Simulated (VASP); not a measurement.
Set up this calculation in VASP 6.6.1, as the native input.

- Task: single point
- Functional: PBE
- Potentials or basis: VASP PAW PBE potentials, release 64 (Tl_d, B, H)
- Cutoff: 520 eV
- k mesh: 6 × 6 × 4
- Occupations: gaussian, width 0.1 eV
- Spin: no spin polarisation
- Dipole correction: no
- Further INCAR settings: ALGO = Normal; EDIFF = 1e-06; NBANDS = 26

The structure of TlBH lies in POSCAR:

```
TlBH
1.0
    3.6426356600      0.0000000000      0.0000000000
   -1.8213178300      3.1546150200      0.0000000000
    0.0000000000      0.0000000000      7.2262102900
Tl B H
2 2 2
Direct
    0.3333333300      0.6666666700      0.2500000000
    0.6666666700      0.3333333300      0.7500000000
    0.0000000000      0.0000000000      0.0000000000
    0.0000000000      0.0000000000      0.5000000000
    0.3333333300      0.6666666700      0.7500000000
    0.6666666700      0.3333333300      0.2500000000
```

The cell was built from a structure type or drawn by symmetry, and may not be a known phase.

These files were run (other wordings do the same):

INCAR

```
PREC = Accurate
ENCUT = 520
EDIFF = 1E-6
ISMEAR = 0
SIGMA = 0.1
LREAL = F
LASPH = T
NELM = 100
ALGO = Normal
ISIF = 2
LWAVE = F
LCHARG = T
GGA = PE
LELF = T
LVHAR = T
NBANDS = 26
```

KPOINTS

```
regular mesh
0
Gamma
  6 6 4
```

Potentials or basis: VASP PAW PBE potentials, release 64 (Tl_d, B, H).

Command:

```bash
$ cat potpaw_PBE.64/Tl_d/POTCAR potpaw_PBE.64/B/POTCAR potpaw_PBE.64/H/POTCAR > POTCAR
$ mpirun -np 1 vasp_std > vasp.out
```

It gave:

The pressure is 0.6 GPa. The band gap on the k mesh is zero (bands 17 and 18 overlap by 3.22 eV).

Caveat: spin-orbit coupling is left out, which moves the levels of the heavy elements.

Wall time 19 s on 1 thread of Intel(R) Xeon(R) 6975P-C (Granite Rapids) (shared host), peak memory 0.21 GiB.
